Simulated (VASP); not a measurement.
# ZrB (Fmmm) in VASP: notebook

Runs on ZrB. Level: LDA. Tasks: single point.

Everything below comes from runs of VASP 6.6.1. Logs are shortened: lines on timing, memory, paths and dates and some standing lists are left out, and cuts for length are marked.

### Step 1. The cell of the first run

It takes space group Fmmm (No. 69, orthorhombic). The conventional cell has a = 4.718 Å, b = 4.831 Å, c = 5.185 Å, α = 90.00°, β = 90.00°, γ = 90.00°. Within 3.1 Å of Zr (site symmetry mmm) lie 6 B at 2.36 to 2.59 Å. Within 3.1 Å of B (site symmetry mmm) lie 6 Zr at 2.36 to 2.59 Å.

### Step 2. Single point, LDA (normal strain along x -0.0233, normal strain along z +0.0733)

INCAR reads:

```
ALGO = Normal
EDIFF = 1E-6
ENCUT = 520
ISIF = 2
ISMEAR = 0
LASPH = T
LCHARG = F
LREAL = F
LWAVE = F
NBANDS = 14
NELM = 100
PREC = Accurate
SIGMA = 0.15
```

KPOINTS reads:

```
k-points
0
Gamma
  16 16 16
```

POSCAR reads:

```
ZrB
1.0
    0.0000000000      2.4153850465      2.5924327704
    2.3591065749      0.0000000000      2.5924327704
    2.3591065749      2.4153850465      0.0000000000
Zr B
1 1
Direct
    0.0000000000      0.0000000000      0.0000000000
    0.5000000000      0.5000000000      0.5000000000
```

Potentials or basis: VASP PAW LDA potentials, release 64 (Zr_sv, B).

Command:

```
$ cat potpaw_LDA.64/Zr_sv/POTCAR potpaw_LDA.64/B/POTCAR > POTCAR
$ mpirun -np 1 vasp_std > vasp.out
```

OUTCAR:

```text
EDIFF = 1E-6
   ENCUT = 520
   ISIF = 2
   ISMEAR = 0
   LASPH = T
   LREAL = F
   NELM = 100
   PREC = Accurate

 ion  position               nearest neighbor table
   1  0.000  0.000  0.000-   2 2.36   2 2.36   2 2.42   2 2.42   2 2.59   2 2.59
   2  0.500  0.500  0.500-   1 2.36   1 2.36   1 2.42   1 2.42   1 2.59   1 2.59

  LATTYP: Found a face centered orthorhombic cell.
 ALAT       =     4.7182131498
 B/A-ratio  =     1.0238558411
 C/A-ratio  =     1.0989044743

  Lattice vectors:

 A1 = (   0.0000000000,   2.4153850465,   2.5924327704)
 A2 = (   2.3591065749,   0.0000000000,   2.5924327704)
 A3 = (   2.3591065749,   2.4153850465,   0.0000000000)

Analysis of symmetry for initial positions (statically):
=====================================================================
 Subroutine PRICEL returns:
 Original cell was already a primitive cell.

 Routine SETGRP: Setting up the symmetry group for a
 face centered orthorhombic supercell.

 Subroutine GETGRP returns: Found  8 space group operations
 (whereof  8 operations were pure point group operations)
 out of a pool of  8 trial point group operations.

The static configuration has the point symmetry D_2h.

Analysis of symmetry for dynamics (positions and initial velocities):
=====================================================================
 Subroutine PRICEL returns:
 Original cell was already a primitive cell.

 Routine SETGRP: Setting up the symmetry group for a
 face centered orthorhombic supercell.

 Subroutine GETGRP returns: Found  8 space group operations
 (whereof  8 operations were pure point group operations)
 out of a pool of  8 trial point group operations.

The dynamic configuration has the point symmetry D_2h.

 Subroutine INISYM returns: Found  8 space group operations
 (whereof  8 operations are pure point group operations),
 and found     1 'primitive' translations

----------------------------------------------------------------------------------------

                                     Primitive cell

  volume of cell :      29.5441

  direct lattice vectors                    reciprocal lattice vectors
     0.000000000  2.415385046  2.592432770    -0.211944643  0.207006332  0.192869032
     2.359106575  0.000000000  2.592432770     0.211944643 -0.207006332  0.192869032
     2.359106575  2.415385046  0.000000000     0.211944643  0.207006332 -0.192869032

  length of vectors
     3.543274276  3.505152137  3.376309932     0.353511834  0.353511834  0.353511834

  position of ions in fractional coordinates (direct lattice)
     0.000000000  0.000000000  0.000000000
     0.500000000  0.500000000  0.500000000

  ion indices of the primitive-cell ions
   primitive index   ion index
                 1           1
                 2           2

----------------------------------------------------------------------------------------

 KPOINTS: k-points

Automatic generation of k-mesh.
 Grid dimensions read from file:
 generate k-points for:   16   16   16

 Generating k-lattice:

  Cartesian coordinates                     Fractional coordinates (reciprocal lattice)
    -0.013246540  0.012937896  0.012054315     0.062500000  0.000000000  0.000000000
     0.013246540 -0.012937896  0.012054315     0.000000000  0.062500000  0.000000000
     0.013246540  0.012937896 -0.012054315     0.000000000  0.000000000  0.062500000

  Length of vectors
     0.022094490  0.022094490  0.022094490

  Shift w.r.t. Gamma in fractional coordinates (k-lattice)
     0.000000000  0.000000000  0.000000000

 Subroutine IBZKPT returns following result:
 ===========================================

 Found    621 irreducible k-points:

 Following reciprocal coordinates:
            Coordinates               Weight
  0.000000  0.000000  0.000000      1.000000
  0.062500  0.000000  0.000000      8.000000
  0.125000  0.000000  0.000000      8.000000
  0.187500  0.000000  0.000000      8.000000
  0.250000  0.000000  0.000000      8.000000
  0.312500  0.000000  0.000000      8.000000
[... 16 lines left out ...]
 -0.125000  0.062500 -0.000000      8.000000
 -0.062500  0.062500 -0.000000      4.000000
 [... further k-points ...]
   k-points           NKPTS =    621   k-points in BZ     NKDIM =    621   number of bands    NBANDS=     14
   number of dos      NEDOS =    301   number of ions     NIONS =      2
   total plane-waves  NPLWV =  21952
   dimension x,y,z NGX =    28 NGY =   28 NGZ =   28
   dimension x,y,z NGXF=    56 NGYF=   56 NGZF=   56
   ions per type =               1   1
   NGX,Y,Z   is equivalent  to a cutoff of  13.14, 13.28, 13.79 a.u.
   NGXF,Y,Z  is equivalent  to a cutoff of  26.27, 26.56, 27.57 a.u.
 SYSTEM =  unknown system
   PREC   = accura    normal or accurate (medium, high low for compatibility)
   ISTART =      0    job   : 0-new  1-cont  2-samecut
   ICHARG =      2    charge: 1-file 2-atom 10-const
   ISPIN  =      1    spin polarized calculation?
   LNONCOLLINEAR =      F non collinear calculations
   LSORBIT =      F    spin-orbit coupling
   LASPH  =      T    aspherical Exc in radial PAW
   ENCUT  =  520.0 eV  38.22 Ry    6.18 a.u.   6.59  6.52  6.28*2*pi/ulx,y,z
   NELM   =    100;   NELMIN=  2; NELMDL= -5     # of ELM steps
   EDIFF  = 0.1E-05   stopping-criterion for ELM
   LREAL  =      F    real-space projection
   EDIFFG = 0.1E-04   stopping-criterion for IOM
   NSW    =      0    number of steps for IOM
   IBRION =     -1    ionic relax: 0-MD 1-quasi-New 2-CG
   NFREE  =      0    steps in history (QN), initial steepest desc. (CG)
   ISIF   =      2    stress and relaxation
   ISYM   =      2    0-nonsym 1-usesym 2-fastsym
   POTIM  = 0.5000    time-step for ionic-motion
   TEBEG  =    0.0;   TEEND  =   0.0 temperature during run
   PSTRESS=    0.0 pullay stress
   NELECT =      15.0000    total number of electrons
   NUPDOWN=      -1.0000    fix difference up-down
   EMIN   =  10.00;   EMAX   =-10.00  energy-range for DOS
   EFERMI =   0.00;   METHOD = LEGACY
   ISMEAR =     0;   SIGMA  =   0.15  broadening in eV -4-tet -1-fermi 0-gaus
   EFERMI_NEDOS =   21; number of points for ismear=-14 and -15
   IALGO  =     38    algorithm
   IMIX   =      4    mixing-type and parameters
     AMIX     =   0.40;   BMIX     =  1.00
     AMIX_MAG =   1.60;   BMIX_MAG =  1.00
  volume/ion in A,a.u.               =      14.77        99.69
  Fermi-wavevector in a.u.,A,eV,Ry     =   1.306015  2.468010 23.207113  1.705675
  Thomas-Fermi vector in A             =   2.436845
   LORBIT       =      0    0 simple, 1 ext, 2 COOP (PROOUT), +10 PAW based schemes
   GGA     = CA    functional components
   LHFCALC =     F    Hartree Fock is set to
   AEXX    =    0.0000 exact exchange contribution
   IVDW    =     0    specifies the selected vdW correction
   LEPSILON=     F    determine dielectric tensor
   LRPA    =     F    only Hartree local field effects (RPA)
 non-spin polarized calculation
 Gauss-broadening in eV      SIGMA  =   0.15
  energy-cutoff  :      520.00
  volume of cell :       29.54
 maximum number of plane-waves:       812
   NGX = 13   NGY = 13   NGZ = 13

 number of electron      15.0000000 magnetization

 Free energy of the ion-electron system (eV)
  ---------------------------------------------------
  ext. energy  EPLUGINS =         0.00000000
  ---------------------------------------------------
  free energy    TOTEN  =       -17.37569559 eV

  energy without entropy =      -17.36149194  energy(sigma->0) =      -17.36859377

 E-fermi :   7.3013     XC(G=0): -11.6329

 val. band max:        7.2918526805   @ k =  -0.1875   0.1250   0.1250
 cond. band min:       7.3113739820   @ k =   0.3125   0.0625   0.0625
 fundamental gap:      0.0195213015
 Fermi energy:         7.3013203930

 k-point     1 :       0.0000    0.0000    0.0000
  band No.  band energies     occupation
      1     -39.8901      2.00000
      2     -17.8970      2.00000
      3     -17.8645      2.00000
      4     -17.8524      2.00000
      5      -0.6125      2.00000
      6       8.5007      0.00000
      7       9.1777      0.00000
      8       9.3883      0.00000
      9       9.8688      0.00000
     10      10.4925      0.00000
     11      10.7854      0.00000
     12      10.7878      0.00000
     13      10.9237      0.00000
     14      18.0896      0.00000

 k-point     2 :       0.0625    0.0000    0.0000
  band No.  band energies     occupation
      1     -39.8879      2.00000
      2     -17.9068      2.00000
      3     -17.8764      2.00000
      4     -17.8573      2.00000
      5      -0.5243      2.00000
      6       8.4083      0.00000
      7       8.9139      0.00000
      8       9.2774      0.00000
      9       9.5111      0.00000
     10       9.9168      0.00000
     11      10.8864      0.00000
     12      11.2775      0.00000
     13      11.9219      0.00000
     14      18.2990      0.00000

 k-point     3 :       0.1250    0.0000    0.0000
  band No.  band energies     occupation
      1     -39.8814      2.00000
      2     -17.9574      2.00000
      3     -17.8971      2.00000
      4     -17.8611      2.00000
      5      -0.2661      2.00000
      6       7.9819      0.00000
      7       8.2157      0.00000
      8       8.7462      0.00000
      9       9.4892      0.00000
     10       9.7455      0.00000
     11      11.1239      0.00000
     12      12.2943      0.00000
     13      13.1150      0.00000
     14      18.8475      0.00000
[... 324 lines left out ...]
 k-point    23 :      -0.1250    0.0625   -0.0000
  band No.  band energies     occupation
      1     -39.8756      2.00000
      2     -18.0010      2.00000
      3     -17.9218      2.00000
      4     -17.8558      2.00000
      5      -0.0332      2.00000
      6       7.6383      0.00149
      7       7.9105      0.00000
      8       8.1882      0.00000
      9       9.6322      0.00000
     10       9.8910      0.00000
     11      11.4384      0.00000
     12      12.1612      0.00000
     13      14.3003      0.00000
     14      19.2296      0.00000

 k-point    24 :      -0.0625    0.0625   -0.0000
  band No.  band energies     occupation
      1     -39.8836      2.00000
      2     -17.9229      2.00000
      3     -17.9093      2.00000
      4     -17.8560      2.00000
      5      -0.3592      2.00000
      6       8.1925      0.00000
      7       8.4889      0.00000
      8       8.9690      0.00000
      9       9.4224      0.00000
     10       9.7136      0.00000
     11      11.1590      0.00000
     12      11.4018      0.00000
     13      13.0634      0.00000
     14      18.6609      0.00000

 [... further k-points ...]
[... 5 lines left out ...]
  --------------------------------------------------------------------------------------
  -------------------------------------------------------------------------------------
  Total        1.0229782     -0.3334075     -3.6922136      0.0000000      0.0000000      0.0000000
  in kB       55.4760500    -18.0806671   -200.2285313      0.0000000      0.0000000      0.0000000
  external PRESSURE =     -54.2777162 kB  Pullay stress =       0.0000000 kB

 VOLUME and BASIS-vectors are now :
 -----------------------------------------------------------------------------
  energy-cutoff  :      520.00
  volume of cell :       29.54
      direct lattice vectors                 reciprocal lattice vectors
     0.000000000  2.415385046  2.592432770    -0.211944643  0.207006332  0.192869032
     2.359106575  0.000000000  2.592432770     0.211944643 -0.207006332  0.192869032
     2.359106575  2.415385046  0.000000000     0.211944643  0.207006332 -0.192869032

 POSITION                                       TOTAL-FORCE (eV/Angst)
 -----------------------------------------------------------------------------------
      0.00000      0.00000      0.00000        -0.000000     -0.000000      0.000000
      2.35911      2.41539      2.59243         0.000000      0.000000     -0.000000
 -----------------------------------------------------------------------------------
    total drift:                               -0.000000      0.000000      0.000000

  FREE ENERGIE OF THE ION-ELECTRON SYSTEM (eV)
  ---------------------------------------------------
  free  energy   TOTEN  =       -17.3756955944 eV

  energy  without entropy=      -17.3614919441  energy(sigma->0) =      -17.36859377
```

Wall time 3.1 min (1 thread of Intel Xeon Platinum 8259CL at 2.50GHz (Skylake/Cascade Lake), shared host); peak memory 0.36 GiB.

What came out:

| Property | Result |
| --- | --- |
| Free energy | -17.3757 eV |
| Pressure | -5.4 GPa |
| Band gap on the k mesh | zero (an odd number of electrons rules out a gap without spin polarisation) |

Stress tensor (GPa, compression positive):
```
  5.55   0.00   0.00
  0.00  -1.81   0.00
  0.00   0.00 -20.02
```

Levels at points of the mesh, in eV from the Fermi level:
```
           k point  band 5  band 6  band 7  band 8  band 9  band 10  band 11  band 12
(0.00, 0.00, 0.00)   -7.91    1.20    1.88    2.09    2.57     3.19     3.48     3.49
(0.50, 0.00, 0.00)   -3.97   -3.78   -1.32   -1.10    4.55     5.01     6.12     7.47
(0.50, 0.50, 0.00)   -6.08   -1.23   -0.75    2.37    2.47     4.50     5.54     5.67
(0.50, 0.00, 0.50)   -5.98   -0.77   -0.56    1.89    2.14     4.39     5.18     6.06
(0.00, 0.50, 0.50)   -5.95   -0.82   -0.29    1.77    1.92     4.51     5.26     5.99
```

Caveat: the cell differs from its parent crystal (normal strain along x -0.0233, normal strain along z +0.0733); the cell stands under tension.

### Step 3. Single point, LDA (normal strain along x -0.0233, normal strain along z +0.1100)

INCAR reads:

```
ALGO     = Normal         # electronic algorithm
EDIFF    = 1E-7           # SCF threshold, eV
ENCUT    = 520            # plane-wave cutoff, eV
ISIF     = 2              # what is computed and relaxed
ISMEAR   = 0              # smearing method
LASPH    = True           # aspherical terms in the spheres
LCHARG   = False          # write CHGCAR
LREAL    = False          # projectors in reciprocal space
LWAVE    = False          # write WAVECAR
NBANDS   = 14             # bands
NELM     = 100            # most SCF steps
PREC     = Accurate       # precision mode
SIGMA    = 0.15           # smearing width, eV
```

KPOINTS is that of step 2.

POSCAR reads:

```
ZrB
1.0
    0.0000000000      2.4153850465      2.6810774016
    2.3591065749      0.0000000000      2.6810774016
    2.3591065749      2.4153850465      0.0000000000
Zr B
1 1
Direct
    0.0000000000      0.0000000000      0.0000000000
    0.5000000000      0.5000000000      0.5000000000
```

Potentials or basis: VASP PAW LDA potentials, release 64 (Zr_sv, B).

Command:

```
$ cat potpaw_LDA.64/Zr_sv/POTCAR potpaw_LDA.64/B/POTCAR > POTCAR
$ mpirun -np 1 vasp_std > vasp.out
```

Run time: 3.4 min. Hardware: 1 thread of Intel Xeon Platinum 8259CL at 2.50GHz (Skylake/Cascade Lake), shared host; peak memory 0.37 GiB.

The run converged. Its results:

```
Free energy            : -17.2299 eV
Pressure               : -8.5 GPa
Band gap on the k mesh : zero (an odd number of electrons rules out a gap without spin polarisation)
```

Stress tensor (GPa, compression positive):
```
  3.55   0.00   0.00
  0.00  -3.29   0.00
  0.00   0.00 -25.90
```

Levels at points of the mesh, in eV from the Fermi level:
```
           k point  band 6  band 7  band 8  band 9  band 10  band 11
(0.00, 0.00, 0.00)    1.00    1.96    2.15    2.19     3.06     3.45
(0.50, 0.00, 0.00)   -3.70   -1.35   -1.06    4.34     4.89     5.95
(0.50, 0.50, 0.00)   -1.43   -0.68    2.42    2.52     4.33     5.28
(0.50, 0.00, 0.50)   -0.69   -0.51    1.78    2.02     4.11     4.77
(0.00, 0.50, 0.50)   -0.74   -0.25    1.66    1.79     4.26     4.83
```

Caveat: the cell differs from its parent crystal (normal strain along x -0.0233, normal strain along z +0.1100); the cell stands under tension.

### Step 4. Single point, LDA (normal strain along x +0.0467, normal strain along z +0.0367)

INCAR reads:

```
SYSTEM = ZrB
PREC = Accurate ; ENCUT = 520
EDIFF = 1E-7 ; ISMEAR = 0
SIGMA = 0.15 ; LREAL = .FALSE.
LASPH = .TRUE. ; NELM = 100
ALGO = Normal ; ISIF = 2
LWAVE = .FALSE. ; LCHARG = .FALSE.
NBANDS = 14
```

KPOINTS reads:

```
regular mesh
0
G
  16 16 16
  0 0 0
```

POSCAR reads:

```
ZrB
1.0
    0.0000000000      2.4153850465      2.5040296777
    2.5281835282      0.0000000000      2.5040296777
    2.5281835282      2.4153850465      0.0000000000
Zr B
1 1
Direct
    0.0000000000      0.0000000000      0.0000000000
    0.5000000000      0.5000000000      0.5000000000
```

Command:

```
$ cat potpaw_LDA.64/Zr_sv/POTCAR potpaw_LDA.64/B/POTCAR > POTCAR
$ mpirun -np 1 vasp_std > vasp.out
```

Wall time 4.2 min (1 thread of Intel Xeon Platinum 8259CL at 2.50GHz (Skylake/Cascade Lake), shared host); peak memory 0.37 GiB.

The run converged. Its results:

```
Free energy            : -17.4067 eV
Pressure               : -11.6 GPa
Band gap on the k mesh : zero (an odd number of electrons rules out a gap without spin polarisation)
```

Stress tensor (GPa, compression positive):
```
-16.21   0.00   0.00
  0.00  -4.70   0.00
  0.00   0.00 -13.99
```

Levels at points of the mesh, in eV from the Fermi level:
```tsv
k point	band 6	band 7	band 8	band 9	band 10	band 11
(0.00, 0.00, 0.00)	1.49	1.58	1.90	2.82	3.14	3.27
(0.50, 0.00, 0.00)	-3.70	-1.16	-1.08	4.43	4.69	5.78
(0.50, 0.50, 0.00)	-0.88	-0.71	1.98	2.09	4.30	5.22
(0.50, 0.00, 0.50)	-0.76	-0.52	1.80	1.81	4.39	5.36
(0.00, 0.50, 0.50)	-0.97	-0.71	2.05	2.14	4.31	5.27
```

Caveat: the cell differs from its parent crystal (normal strain along x +0.0467, normal strain along z +0.0367); the cell stands under tension.

### Step 5. The runs side by side

| cell | gap on the mesh (eV) | pressure (GPa) |
| --- | --- | --- |
| a = 3.543, b = 3.505, c = 3.376 Å, angles 61.9, 60.8, 57.2°, 2 atoms | none | -5.4 |
| a = 3.609, b = 3.571, c = 3.376 Å, angles 62.5, 61.4, 56.1°, 2 atoms | none | -8.5 |
| a = 3.479, b = 3.558, c = 3.497 Å, angles 59.1, 61.3, 59.6°, 2 atoms | none | -11.6 |

Alike in all rows: task single point; level LDA; potentials or basis VASP PAW LDA potentials, release 64 (Zr_sv, B); no spin polarisation; k mesh 16 × 16 × 16; cutoff (eV) 520; smearing gaussian 0.15 eV.

Caveats: the cell stands under tension.

Total energies depend on the potentials used, so only differences within one code and one set of settings carry meaning.
